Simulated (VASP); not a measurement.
Te: single point with PBEsol

Crystal: Te.

```
Te
1.0
     0.00000    3.30955    3.30955
     3.30955    0.00000    3.30955
     3.30955    3.30955    0.00000
Te
2
Direct
  0.87500 0.87500 0.87500
  0.12500 0.12500 0.12500
```

| Property | Result |
| --- | --- |
| Program | VASP 6.6.1 |
| Task | single point |
| Functional | PBEsol |
| Potentials or basis | VASP PAW PBE potentials, release 64 (Te) |
| Cutoff | 520 eV |
| k mesh | 8 × 8 × 8 |
| Occupations | fermi-dirac, width 0.05 eV |
| Spin | no spin polarisation |
| Dipole correction | no |
| Further INCAR settings | ALGO = Normal; EDIFF = 1e-06; NBANDS = 13 |

```
Pressure               : 8.9 GPa
Band gap on the k mesh : zero (band 6 reaches 5.87 eV, above the bottom of band 7 at 4.60 eV)
```

Levels at points of the mesh, in eV from the Fermi level:
```
           k point  band 4  band 5  band 6  band 7  band 8  band 9
(0.00, 0.00, 0.00)   -3.74   -3.74   -1.03   -1.03   -1.03    3.29
(0.50, 0.00, 0.00)   -4.53   -4.07    0.14    0.14    2.59    5.12
(0.50, 0.50, 0.00)   -5.39   -2.02   -2.02    2.78    2.78    5.34
```

It took 20 s on 1 thread of Intel Xeon 6975P-C, with other jobs on the host, peak memory 0.2 GiB.

Caveat: the PAW data sets were made with another functional, which shifts forces and pressure a little; spin-orbit coupling is left out, which moves the levels of the heavy elements.
